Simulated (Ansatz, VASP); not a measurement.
## Two plane-wave programs on C

INCAR

```
SYSTEM = C
ALGO     = Normal         ! electronic algorithm
EDIFF    = 1E-7           ! SCF threshold, eV
ENCUT    = 520            ! plane-wave cutoff, eV
GGA      = CA             ! functional
ISIF     = 2              ! what is computed and relaxed
ISMEAR   = 1              ! smearing method
LASPH    = .True.         ! aspherical terms in the spheres
LCHARG   = .False.        ! write CHGCAR
LREAL    = .False.        ! projectors in reciprocal space
LWAVE    = .False.        ! write WAVECAR
NBANDS   = 16             ! bands
NELM     = 60             ! most SCF steps
PREC     = Accurate       ! precision mode
SIGMA    = 0.6            ! smearing width, eV
```

KPOINTS

```
k-points
0
Gamma
  15 15 5
  0 0 0
```

POSCAR

```
C
1.0
    2.4449954633      0.0000000000      0.0000000000
   -1.2224977317      2.1174281834      0.0000000000
    0.0000000000      0.0000000000      6.6104633561
C
4
Direct
    1.0000000000      1.0000000000      0.2500000000
    0.0000000000      0.0000000000      0.7500000000
    0.3333333333      0.6666666667      0.2500000000
    0.6666666667      0.3333333333      0.7500000000
```

Input for Ansatz:

```yaml
crystal:
  lattice:
    - [2.4449954633, 0.0, 0.0]
    - [-1.2224977317, 2.1174281834, 0.0]
    - [0.0, 0.0, 6.6104633561]
  atoms:
    - { symbol: C, position: [1.0, 1.0, 0.25] }
    - { symbol: C, position: [0.0, 0.0, 0.75] }
    - { symbol: C, position: [0.3333333333, 0.6666666667, 0.25] }
    - { symbol: C, position: [0.6666666667, 0.3333333333, 0.75] }
hamiltonian:
  xc: lda
  pseudopotentials:
    kind: paw
    azcp:
      C: "pseudopotentials/C.paw.azcp"
basis:
  ecutwfc: 420
  fft_grid_basis: typed
kpoints:
  mp_grid: { grid: [15, 15, 5], shift: [0, 0, 0] }
magnetization:
  spin_polarized: false
scf:
  occupations: { method: cold, width: 0.6 }
  lower_state_search: "off"
output:
  stress: true
```

Alike in both runs: task single point; functional LDA; k mesh 15 × 15 × 5; no spin polarisation.

|  | VASP | Ansatz |
| --- | --- | --- |
| version | VASP 6.6.1 | Ansatz 0.2.0 |
| potentials or method | VASP PAW LDA potentials, release 64 (C), cutoff 520 eV | plane waves (420 eV) with PAW, scalar-relativistic |
| occupations | methfessel-paxton of order 1, width 0.6 eV | cold, width 0.6 eV |
| valence electrons in the cell | 16 | 16 |

```csv
,VASP,Ansatz,Ansatz less VASP
pressure (GPa),0.8,0.0,-0.84
"traceless stress, the component that is largest in VASP (GPa)",-0.77,0.22,+0.988
```

Ansatz warns that its potentials were made for another functional, while VASP's fit it. LDA's correlation is that of Perdew and Zunger in VASP and of Perdew and Wang (1992) in Ansatz.
